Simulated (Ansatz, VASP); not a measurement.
## One calculation of C, two programs

```
C
1.0
    -0.13158    2.20755    3.30347
     1.16461    0.00000    3.25521
     1.29619    2.20755   -0.04826
C
2
Direct
  0.22544 0.77456 0.22544
  0.77456 0.22544 0.77456
```

Alike in both runs: task single point; functional PBE; k mesh 14 × 14 × 14; occupations gaussian, width 0.02 eV; no spin polarisation.

```csv
,VASP,Ansatz
version,VASP 6.6.1,Ansatz 0.2.0
potentials or method,"VASP PAW PBE potentials, release 64 (C), cutoff 520 eV","scalar-relativistic, plane waves, PAW"
valence electrons in the cell,8,8
```

|  | VASP | Ansatz | Ansatz less VASP |
| --- | --- | --- | --- |
| gap on the k mesh at the Fermi level (eV) | none | none | - |
| pressure (GPa) | 8.5 | 8.6 | +0.07 |
| traceless stress, the component that is largest in VASP (GPa) | 20.16 | 20.33 | +0.173 |
| rms of the force components (eV/Å) | 2.533 | 2.543 | +0.0100 |

Atom by atom the forces differ by 0.010 eV/Å (rms over components). A gap of «none» marks a metal or a gap that the smearing closes.
